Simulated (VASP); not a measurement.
Wanted: the native input for a VASP 6.6.1 run.

| Quantity | Value |
| --- | --- |
| Task | single point |
| Functional | PBE |
| Potentials or basis | VASP PAW PBE potentials, release 64 (Si, C) |
| Cutoff | 520 eV |
| k mesh | 4 × 4 × 4 |
| Occupations | gaussian, width 0.1 eV |
| Spin | collinear spin |
| Starting moments | [0.0, 1.0, 1.0, 1.0, 1.0, 1.0] μB |
| Dipole correction | no |
| Further INCAR settings | ALGO = Normal; EDIFF = 1e-06; NBANDS = 25 |

The structure of SiC5 lies in POSCAR:

```
SiC5
1.0
    0.0000000000      3.0619613775      3.0619613775
    3.0619613775      0.0000000000      3.0619613775
    3.0619613775      3.0619613775      0.0000000000
Si C
1 5
Direct
    0.5000000000      0.5000000000      0.5000000000
    0.2716144074      0.9094618642      0.9094618642
    0.9094618642      0.9094618642      0.9094618642
    0.2500000000      0.2500000000      0.2500000000
    0.9094618642      0.9094618642      0.2716144074
    0.9094618642      0.2716144074      0.9094618642
```

The cell was built from a structure type or drawn by symmetry, and may not be a known phase.

The input as run:

INCAR

```
SYSTEM = SiC5
  PREC = Accurate
  ENCUT = 520
  EDIFF = 1E-6
  ISMEAR = 0
  SIGMA = 0.1
  LREAL = .FALSE.
  LASPH = .TRUE.
  NELM = 150
  ALGO = Normal
  ISIF = 2
  LWAVE = .FALSE.
  LCHARG = .FALSE.
  ISPIN = 2
  MAGMOM = 0 1 1 1 1 1
  LORBIT = 11
  GGA = PE
  NBANDS = 25
```

KPOINTS

```
regular mesh
0
G
  4 4 4
  0 0 0
```

Potentials or basis: VASP PAW PBE potentials, release 64 (Si, C).

The run is started by

```bash
$ cat potpaw_PBE.64/Si/POTCAR potpaw_PBE.64/C/POTCAR > POTCAR
$ mpirun -np 1 vasp_std > vasp.out
```

It gave:

The pressure is 0.0 GPa, the largest force is 0.122 eV/Å and the band gap on the k mesh is zero (filled and empty bands overlap). The net moment is 0.00 μB per cell and the valence electrons inside the program's atomic spheres are Si 1.37; C 2.34, 2.00 (each value once).

Caveat: the k points lie up to 0.44 Å⁻¹ apart; semilocal functionals underestimate gaps, so a narrow gap can read as zero.

It took 64 s on 1 thread of Intel Xeon 8259CL, with other jobs on the host, peak memory 0.2 GiB.
